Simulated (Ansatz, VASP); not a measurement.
**One calculation of Si, two programs**

The input INCAR:

```
PREC     = Accurate       # precision mode
ENCUT    = 520            # plane-wave cutoff, eV
EDIFF    = 1E-7           # SCF threshold, eV
ISMEAR   = 0              # smearing method
SIGMA    = 0.15           # smearing width, eV
LREAL    = F              # projectors in reciprocal space
LASPH    = T              # aspherical terms in the spheres
NELM     = 100            # most SCF steps
ALGO     = Normal         # electronic algorithm
ISIF     = 2              # what is computed and relaxed
LWAVE    = F              # write WAVECAR
LCHARG   = T              # write CHGCAR
LELF     = T              # ELF
LVHAR    = T            
NBANDS   = 11             # bands
```

The input KPOINTS:

```
regular mesh
0
Gamma
  20 20 20
```

The input POSCAR:

```
Si
1.0
   -2.1935193817      2.3713723045      1.3292653899
    2.1935193817     -2.3713723045      1.3292653899
    2.1935193817      2.3713723045     -1.3292653899
Si
2
Direct
    0.2500000000      0.7500000000      0.5000000000
    0.5000000000      0.5000000000      0.0000000000
```

Input for Ansatz:

```yaml
crystal:
  lattice:
    - [-2.1935193817, 2.3713723045, 1.3292653899]
    - [2.1935193817, -2.3713723045, 1.3292653899]
    - [2.1935193817, 2.3713723045, -1.3292653899]
  atoms:
    - { symbol: Si, position: [0.25, 0.75, 0.5] }
    - { symbol: Si, position: [0.5, 0.5, 0.0] }
basis:
  ecutwfc: 420
kpoints:
  mp_grid: { grid: [20, 20, 20] }
hamiltonian:
  xc: lda
scf:
  occupations: { method: gaussian, width: 0.15 }
output:
  forces: true
  stress: true
  eigenvalues: true
```

Change from the starting cell: strain -0.0750 x Voigt [1, 0, 0, 0, 0, 0], atoms carried along.

Alike in both runs: task single point; functional LDA; k mesh 20 × 20 × 20; occupations gaussian, width 0.15 eV; no spin polarisation.

|  | VASP | Ansatz |
| --- | --- | --- |
| version | VASP 6.6.1 | Ansatz 0.2.0 |
| potentials or method | VASP PAW LDA potentials, release 64 (Si), cutoff 520 eV | scalar-relativistic, plane waves, PAW |
| valence electrons in the cell | 8 | 8 |

|  | VASP | Ansatz | Ansatz less VASP |
| --- | --- | --- | --- |
| gap on the k mesh at the Fermi level (eV) | none | none | - |
| pressure (GPa) | 12.1 | 12.0 | -0.12 |
| traceless stress, the component that is largest in VASP (GPa) | 15.97 | 15.96 | -0.016 |
| rms of the force components (eV/Å) | 0.290 | 0.290 | -0.0007 |

LDA's correlation is that of Perdew and Zunger in VASP and of Perdew and Wang (1992) in Ansatz. Atom by atom the forces differ by 0.001 eV/Å (rms over components). A gap of «none» marks a metal or a gap that the smearing closes.
